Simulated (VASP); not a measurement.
# Fe (Im-3m) in VASP: further runs

Fe is run at these levels: LDA; tasks: single point.

All numbers are computed with VASP 6.6.1; they aren't measurements. Logs are shortened: lines on timing, memory, paths and dates and some standing lists are left out, and cuts for length are marked.

## Step 1: The cell of the first run

Symmetry: Im-3m, No. 229, cubic system. Conventional cell: a = 2.700 Å, b = 2.700 Å, c = 2.700 Å, α = 90.00°, β = 90.00°, γ = 90.00°. Fe (site symmetry m-3m) has 14 Fe at 2.34 to 2.70 Å within 3.1 Å.

## Step 2: Single point, LDA

Input file INCAR:

```
SYSTEM = Fe
  PREC = Accurate
  ENCUT = 600
  EDIFF = 1E-6
  ISMEAR = 0
  SIGMA = 0.1
  LREAL = .FALSE.
  LASPH = .TRUE.
  NELM = 120
  ALGO = Normal
  ISIF = 2
  LWAVE = .FALSE.
  LCHARG = .TRUE.
  LELF = .TRUE.
  LVHAR = .TRUE.
  NBANDS = 10
  GGA_COMPAT = .FALSE.
```

Input file KPOINTS:

```
Automatic mesh
0
G
  16 16 16
  0 0 0
```

Input file POSCAR:

```
Fe
1.0
   -1.3498227879      1.3498227879      1.3498227879
    1.3498227879     -1.3498227879      1.3498227879
    1.3498227879      1.3498227879     -1.3498227879
Fe
1
Direct
    0.0000000000      0.0000000000      0.0000000000
```

Potentials or basis: VASP PAW LDA potentials, release 64 (Fe).

The run is started by

```console
$ cat potpaw_LDA.64/Fe/POTCAR > POTCAR
$ mpirun -np 1 vasp_std > vasp.out
```

OUTCAR:

```text
SYSTEM = Fe
   PREC = Accurate
   ENCUT = 600
   EDIFF = 1E-6
   ISMEAR = 0
   LREAL = .FALSE.
   LASPH = .TRUE.
   NELM = 120
   ISIF = 2

 ion  position               nearest neighbor table
   1  0.000  0.000  0.000-

  LATTYP: Found a body centered cubic cell.
 ALAT       =     2.6996455758

  Lattice vectors:

 A1 = (  -1.3498227879,   1.3498227879,   1.3498227879)
 A2 = (   1.3498227879,  -1.3498227879,   1.3498227879)
 A3 = (   1.3498227879,   1.3498227879,  -1.3498227879)

Analysis of symmetry for initial positions (statically):
=====================================================================
 Subroutine PRICEL returns:
 Original cell was already a primitive cell.

 Routine SETGRP: Setting up the symmetry group for a
 body centered cubic supercell.

 Subroutine GETGRP returns: Found 48 space group operations
 (whereof 48 operations were pure point group operations)
 out of a pool of 48 trial point group operations.

The static configuration has the point symmetry O_h .

Analysis of symmetry for dynamics (positions and initial velocities):
=====================================================================
 Subroutine PRICEL returns:
 Original cell was already a primitive cell.

 Routine SETGRP: Setting up the symmetry group for a
 body centered cubic supercell.

 Subroutine GETGRP returns: Found 48 space group operations
 (whereof 48 operations were pure point group operations)
 out of a pool of 48 trial point group operations.

The dynamic configuration has the point symmetry O_h .

 Subroutine INISYM returns: Found 48 space group operations
 (whereof 48 operations are pure point group operations),
 and found     1 'primitive' translations

----------------------------------------------------------------------------------------

                                     Primitive cell

  volume of cell :       9.8376

  direct lattice vectors                    reciprocal lattice vectors
    -1.349822788  1.349822788  1.349822788     0.000000000  0.370418995  0.370418995
     1.349822788 -1.349822788  1.349822788     0.370418995  0.000000000  0.370418995
     1.349822788  1.349822788 -1.349822788     0.370418995  0.370418995  0.000000000

  length of vectors
     2.337961650  2.337961650  2.337961650     0.523851566  0.523851566  0.523851566

  position of ions in fractional coordinates (direct lattice)
     0.000000000  0.000000000  0.000000000

  ion indices of the primitive-cell ions
   primitive index   ion index
[... 72 lines left out ...]
   NELM   =    120;   NELMIN=  2; NELMDL= -5     # of ELM steps
   EDIFF  = 0.1E-05   stopping-criterion for ELM
   LREAL  =      F    real-space projection
   EDIFFG = 0.1E-04   stopping-criterion for IOM
   NSW    =      0    number of steps for IOM
   IBRION =     -1    ionic relax: 0-MD 1-quasi-New 2-CG
   NFREE  =      0    steps in history (QN), initial steepest desc. (CG)
   ISIF   =      2    stress and relaxation
   ISYM   =      2    0-nonsym 1-usesym 2-fastsym
   POTIM  = 0.5000    time-step for ionic-motion
   TEBEG  =    0.0;   TEEND  =   0.0 temperature during run
   PSTRESS=    0.0 pullay stress
   NELECT =       8.0000    total number of electrons
   NUPDOWN=      -1.0000    fix difference up-down
   EMIN   =  10.00;   EMAX   =-10.00  energy-range for DOS
   EFERMI =   0.00;   METHOD = LEGACY
   ISMEAR =     0;   SIGMA  =   0.10  broadening in eV -4-tet -1-fermi 0-gaus
   EFERMI_NEDOS =   21; number of points for ismear=-14 and -15
   IALGO  =     38    algorithm
   IMIX   =      4    mixing-type and parameters
     AMIX     =   0.40;   BMIX     =  1.00
     AMIX_MAG =   1.60;   BMIX_MAG =  1.00
  volume/ion in A,a.u.               =       9.84        66.39
  Fermi-wavevector in a.u.,A,eV,Ry     =   1.528064  2.887621 31.769306  2.334978
  Thomas-Fermi vector in A             =   2.635874
   LORBIT       =      0    0 simple, 1 ext, 2 COOP (PROOUT), +10 PAW based schemes
   GGA     = CA    functional components
   LHFCALC =     F    Hartree Fock is set to
   AEXX    =    0.0000 exact exchange contribution
   IVDW    =     0    specifies the selected vdW correction
   LEPSILON=     F    determine dielectric tensor
   LRPA    =     F    only Hartree local field effects (RPA)
 non-spin polarized calculation
 Gauss-broadening in eV      SIGMA  =   0.10
  energy-cutoff  :      600.00
  volume of cell :        9.84
 maximum number of plane-waves:       370
   NGX =  9   NGY =  9   NGZ =  9

 number of electron       8.0000004 magnetization

 Free energy of the ion-electron system (eV)
  ---------------------------------------------------
  ext. energy  EPLUGINS =         0.00000000
  ---------------------------------------------------
  free energy    TOTEN  =        -8.98587200 eV

  energy without entropy =       -8.97029005  energy(sigma->0) =       -8.97808103

 E-fermi :   7.3375     XC(G=0): -14.2756

 val. band max:        7.3350298059   @ k =  -0.3750   0.3750   0.3750
 cond. band min:       7.3377234488   @ k =   0.1875   0.0625   0.0625
 fundamental gap:      0.0026936429
 Fermi energy:         7.3374606024

 k-point     1 :       0.0000    0.0000    0.0000
  band No.  band energies     occupation
      1      -1.8893      2.00000
      2       5.3679      2.00000
      3       5.3679      2.00000
      4       5.3679      2.00000
      5       7.2611      1.71969
      6       7.2611      1.71969
      7      33.6946      0.00000
      8      33.6946      0.00000
      9      33.6946      0.00000
     10      39.9495      0.00000
[... 287 lines left out ...]
 k-point    24 :       0.2500    0.1875    0.0000
  band No.  band energies     occupation
      1       2.5946      2.00000
      2       4.1813      2.00000
      3       4.7489      2.00000
      4       6.9646      2.00000
      5       7.6496      0.00001
      6       9.4153      0.00000
      7      21.3007      0.00000
      8      23.4784      0.00000
      9      29.9774      0.00000
     10      35.3754      0.00000

 [... further k-points ...]
[... 5 lines left out ...]
  --------------------------------------------------------------------------------------
  -------------------------------------------------------------------------------------
  Total       -0.0788199     -0.0788199     -0.0788199     -0.0000000      0.0000000     -0.0000000
  in kB      -12.8367800    -12.8367800    -12.8367800     -0.0000000      0.0000000     -0.0000000
  external PRESSURE =     -12.8367800 kB  Pullay stress =       0.0000000 kB

 VOLUME and BASIS-vectors are now :
 -----------------------------------------------------------------------------
  energy-cutoff  :      600.00
  volume of cell :        9.84
      direct lattice vectors                 reciprocal lattice vectors
    -1.349822788  1.349822788  1.349822788     0.000000000  0.370418995  0.370418995
     1.349822788 -1.349822788  1.349822788     0.370418995  0.000000000  0.370418995
     1.349822788  1.349822788 -1.349822788     0.370418995  0.370418995  0.000000000

 POSITION                                       TOTAL-FORCE (eV/Angst)
 -----------------------------------------------------------------------------------
      0.00000      0.00000      0.00000         0.000000      0.000000      0.000000
 -----------------------------------------------------------------------------------
    total drift:                                0.000000      0.000000      0.000000

  FREE ENERGIE OF THE ION-ELECTRON SYSTEM (eV)
  ---------------------------------------------------
  free  energy   TOTEN  =        -8.9858720035 eV

  energy  without entropy=       -8.9702900469  energy(sigma->0) =       -8.97808103
```

stdout:

```text
POSCAR found type information on POSCAR Fe
 POSCAR found :  1 types and       1 ions
 scaLAPACK will be used
 LDA part: xc-table for (Slater(with rela. corr.)+CA(PZ))
 , standard interpolation
 POSCAR, INCAR and KPOINTS ok, starting setup
 FFT: planning ... GRIDC
 FFT: planning ... GRID_SOFT
 FFT: planning ... GRID
 WAVECAR not read
 entering main loop
```

It took 6.8 s on 1 thread of Intel Xeon 6975P-C (Granite Rapids), shared host; peak memory 0.13 GiB.

Results:

```
Free energy            : -8.9859 eV
Pressure               : -1.3 GPa
Band gap on the k mesh : zero (band 4 reaches 8.50 eV, above the bottom of band 5 at 6.21 eV)
```

Caveat: the run has no spin polarisation, though such a crystal can be magnetic. Spin polarisation is off, so any magnetic state and its effect on volume and gap are missing.

## Step 3: Single point, LDA

Input file INCAR:

```
PREC = Accurate
ENCUT = 600
EDIFF = 1E-6
ISMEAR = 0
SIGMA = 0.2
LREAL = False
LASPH = True
NELM = 120
ALGO = Normal
ISIF = 2
LWAVE = False
LCHARG = False
NBANDS = 10
GGA_COMPAT = False
```

Input file KPOINTS:

```
regular mesh
0
Gamma
  16 16 16
```

POSCAR is that of step 2.

Potentials or basis: VASP PAW LDA potentials, release 64 (Fe).

The run is started by

```console
$ cat potpaw_LDA.64/Fe/POTCAR > POTCAR
$ mpirun -np 1 vasp_std > vasp.out
```

OUTCAR:

```text
PREC = Accurate
   ENCUT = 600
   EDIFF = 1E-6
   ISMEAR = 0
   LREAL = False
   LASPH = True
   NELM = 120
   ISIF = 2

 ion  position               nearest neighbor table
   1  0.000  0.000  0.000-

  LATTYP: Found a body centered cubic cell.
 ALAT       =     2.6996455758

  Lattice vectors:

 A1 = (  -1.3498227879,   1.3498227879,   1.3498227879)
 A2 = (   1.3498227879,  -1.3498227879,   1.3498227879)
 A3 = (   1.3498227879,   1.3498227879,  -1.3498227879)

Analysis of symmetry for initial positions (statically):
=====================================================================
 Subroutine PRICEL returns:
 Original cell was already a primitive cell.

 Routine SETGRP: Setting up the symmetry group for a
 body centered cubic supercell.

 Subroutine GETGRP returns: Found 48 space group operations
 (whereof 48 operations were pure point group operations)
 out of a pool of 48 trial point group operations.

The static configuration has the point symmetry O_h .

Analysis of symmetry for dynamics (positions and initial velocities):
=====================================================================
 Subroutine PRICEL returns:
 Original cell was already a primitive cell.

 Routine SETGRP: Setting up the symmetry group for a
 body centered cubic supercell.

 Subroutine GETGRP returns: Found 48 space group operations
 (whereof 48 operations were pure point group operations)
 out of a pool of 48 trial point group operations.

The dynamic configuration has the point symmetry O_h .

 Subroutine INISYM returns: Found 48 space group operations
 (whereof 48 operations are pure point group operations),
 and found     1 'primitive' translations

----------------------------------------------------------------------------------------

                                     Primitive cell

  volume of cell :       9.8376

  direct lattice vectors                    reciprocal lattice vectors
[... 104 lines left out ...]
     AMIX     =   0.40;   BMIX     =  1.00
     AMIX_MAG =   1.60;   BMIX_MAG =  1.00
  volume/ion in A,a.u.               =       9.84        66.39
  Fermi-wavevector in a.u.,A,eV,Ry     =   1.528064  2.887621 31.769306  2.334978
  Thomas-Fermi vector in A             =   2.635874
   LORBIT       =      0    0 simple, 1 ext, 2 COOP (PROOUT), +10 PAW based schemes
   GGA     = CA    functional components
   LHFCALC =     F    Hartree Fock is set to
   AEXX    =    0.0000 exact exchange contribution
   IVDW    =     0    specifies the selected vdW correction
   LEPSILON=     F    determine dielectric tensor
   LRPA    =     F    only Hartree local field effects (RPA)
 non-spin polarized calculation
 Gauss-broadening in eV      SIGMA  =   0.20
  energy-cutoff  :      600.00
  volume of cell :        9.84
 maximum number of plane-waves:       370
   NGX =  9   NGY =  9   NGZ =  9

 number of electron       8.0000004 magnetization

 Free energy of the ion-electron system (eV)
  ---------------------------------------------------
  ext. energy  EPLUGINS =         0.00000000
  ---------------------------------------------------
  free energy    TOTEN  =        -9.00904833 eV

  energy without entropy =       -8.94761680  energy(sigma->0) =       -8.97833256

 E-fermi :   7.3349     XC(G=0): -14.2755

 val. band max:        7.3342199469   @ k =   0.3750   0.1250   0.0625
 cond. band min:       7.3358742413   @ k =   0.2500   0.2500   0.0625
 fundamental gap:      0.0016542944
 Fermi energy:         7.3348544010

 k-point     1 :       0.0000    0.0000    0.0000
  band No.  band energies     occupation
      1      -1.8889      2.00000
      2       5.3701      2.00000
      3       5.3701      2.00000
      4       5.3701      2.00000
      5       7.2660      1.37388
      6       7.2660      1.37388
      7      33.6943      0.00000
      8      33.6943      0.00000
      9      33.6943      0.00000
     10      39.9512      0.00000
[... 287 lines left out ...]
 k-point    24 :       0.2500    0.1875    0.0000
  band No.  band energies     occupation
      1       2.5957      2.00000
      2       4.1835      2.00000
      3       4.7507      2.00000
      4       6.9685      1.99042
      5       7.6541      0.02399
      6       9.4179      0.00000
      7      21.3024      0.00000
      8      23.4795      0.00000
      9      29.9780      0.00000
     10      35.3759      0.00000

 [... further k-points ...]
[... 5 lines left out ...]
  --------------------------------------------------------------------------------------
  -------------------------------------------------------------------------------------
  Total       -0.0426530     -0.0426530     -0.0426530      0.0000000      0.0000000      0.0000000
  in kB       -6.9465586     -6.9465586     -6.9465586      0.0000000      0.0000000      0.0000000
  external PRESSURE =      -6.9465586 kB  Pullay stress =       0.0000000 kB

 VOLUME and BASIS-vectors are now :
 -----------------------------------------------------------------------------
  energy-cutoff  :      600.00
  volume of cell :        9.84
      direct lattice vectors                 reciprocal lattice vectors
    -1.349822788  1.349822788  1.349822788     0.000000000  0.370418995  0.370418995
     1.349822788 -1.349822788  1.349822788     0.370418995  0.000000000  0.370418995
     1.349822788  1.349822788 -1.349822788     0.370418995  0.370418995  0.000000000

 POSITION                                       TOTAL-FORCE (eV/Angst)
 -----------------------------------------------------------------------------------
      0.00000      0.00000      0.00000         0.000000      0.000000     -0.000000
 -----------------------------------------------------------------------------------
    total drift:                                0.000000      0.000000      0.000000

  FREE ENERGIE OF THE ION-ELECTRON SYSTEM (eV)
  ---------------------------------------------------
  free  energy   TOTEN  =        -9.0090483267 eV

  energy  without entropy=       -8.9476168009  energy(sigma->0) =       -8.97833256
```

stdout:

```text
POSCAR found type information on POSCAR Fe
 POSCAR found :  1 types and       1 ions
 scaLAPACK will be used
 LDA part: xc-table for (Slater(with rela. corr.)+CA(PZ))
 , standard interpolation
 POSCAR, INCAR and KPOINTS ok, starting setup
 FFT: planning ... GRIDC
 FFT: planning ... GRID_SOFT
 FFT: planning ... GRID
 WAVECAR not read
 entering main loop
```

It took 6.9 s on 1 thread of Intel Xeon 6975P-C (Granite Rapids), shared host; peak memory 0.13 GiB.

What came out:

```
Free energy            : -9.0090 eV
Pressure               : -0.7 GPa
Band gap on the k mesh : zero (band 4 reaches 8.50 eV, above the bottom of band 5 at 6.21 eV)
```

Levels at points of the mesh, in eV from the Fermi level:
| k point | band 2 | band 3 | band 4 | band 5 | band 6 | band 7 |
| --- | --- | --- | --- | --- | --- | --- |
| (0.00, 0.00, 0.00) | -1.96 | -1.96 | -1.96 | -0.07 | -0.07 | 26.36 |
| (0.50, 0.00, 0.00) | -3.40 | -0.07 | 0.21 | 0.57 | 1.52 | 9.25 |
| (0.50, 0.50, 0.50) | -5.14 | 1.17 | 1.17 | 1.17 | 11.08 | 11.08 |

Caveat: the run has no spin polarisation, though such a crystal can be magnetic. Spin polarisation is off, so any magnetic state and its effect on volume and gap are missing.
